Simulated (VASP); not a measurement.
Write the native input for VASP 6.6.1 that does the following.

- Task: single point
- Functional: PBE
- Potentials or basis: VASP PAW PBE potentials, release 64 (Lu)
- Cutoff: 520 eV
- k mesh: 14 × 14 × 8
- Occupations: fermi-dirac, width 0.05 eV
- Spin: no spin polarisation
- Dipole correction: no
- Further INCAR settings: ALGO = Normal; EDIFF = 1e-07; NBANDS = 32

The structure of Lu lies in POSCAR:

```
Lu
1.0
    3.1143098712      0.0000000000      0.0000000000
   -1.5571549356      2.6970714637      0.0000000000
    0.0000000000      0.0000000000      4.9312008500
Lu
2
Direct
    0.3333333333      0.6666666667      0.2500000000
    0.6666666667      0.3333333333      0.7500000000
```

The input as run:

INCAR

```
PREC     = Accurate       # precision mode
ENCUT    = 520            # plane-wave cutoff, eV
EDIFF    = 1E-7           # SCF threshold, eV
ISMEAR   = -1             # smearing method
SIGMA    = 0.05           # smearing width, eV
LREAL    = False          # projectors in reciprocal space
LASPH    = True           # aspherical terms in the spheres
NELM     = 60             # most SCF steps
ALGO     = Normal         # electronic algorithm
ISIF     = 2              # what is computed and relaxed
LWAVE    = False          # write WAVECAR
LCHARG   = True           # write CHGCAR
GGA      = PE             # functional
LELF     = True           # ELF
LVHAR    = True         
NBANDS   = 32             # bands
```

KPOINTS

```
Automatic mesh
0
Gamma
  14 14 8
```

Potentials or basis: VASP PAW PBE potentials, release 64 (Lu).

Launch:

```console
$ cat potpaw_PBE.64/Lu/POTCAR > POTCAR
$ mpirun -np 1 vasp_std > vasp.out
```

Results of the run:

```
Pressure               : 27.6 GPa
Band gap on the k mesh : zero (band 25 reaches 5.79 eV, above the bottom of band 26 at 3.15 eV)
```

Caveat: spin-orbit coupling is left out, which moves the levels of the heavy elements.

Run time: 2.7 min on 1 thread of Intel(R) Xeon(R) Platinum 8488C (Sapphire Rapids) (shared host), peak memory 0.26 GiB.
